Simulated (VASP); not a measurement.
Input of a VASP 6.6.1 run:

Contents of INCAR:

```
SYSTEM = BN
ALGO     = Normal         ! electronic algorithm
EDIFF    = 1E-6           ! SCF threshold, eV
ENCUT    = 600            ! plane-wave cutoff, eV
GGA      = PE             ! functional
GGA_COMPAT= .False.      
ISIF     = 2              ! what is computed and relaxed
ISMEAR   = 0              ! smearing method
LASPH    = .True.         ! aspherical terms in the spheres
LCHARG   = .True.         ! write CHGCAR
LELF     = .True.         ! ELF
LREAL    = .False.        ! projectors in reciprocal space
LVHAR    = .True.       
LWAVE    = .False.        ! write WAVECAR
NBANDS   = 11             ! bands
NELM     = 120            ! most SCF steps
PREC     = Accurate       ! precision mode
SIGMA    = 0.01           ! smearing width, eV
```

Contents of KPOINTS:

```
k-points
0
Gamma
  10 10 10
  0 0 0
```

File POSCAR:

```
BN
1.0
    0.0000000000      1.6423135918      1.6423135918
    1.6423135918      0.0000000000      1.6423135918
    1.6423135918      1.6423135918      0.0000000000
B N
1 1
Direct
    0.0000000000      0.0000000000      0.0000000000
    0.2500000000      0.2500000000      0.2500000000
```

Potentials or basis: VASP PAW PBE potentials, release 64 (B, N).

The run is started by

```sh
$ cat potpaw_PBE.64/B/POTCAR potpaw_PBE.64/N/POTCAR > POTCAR
$ mpirun -np 1 vasp_std > vasp.out
```

(1) Estimate the pressure.

(2) Predict the band gap on the k mesh.

Results:

(1) 188.3 GPa.

(2) 4.71 eV, indirect (least direct gap 10.19 eV).
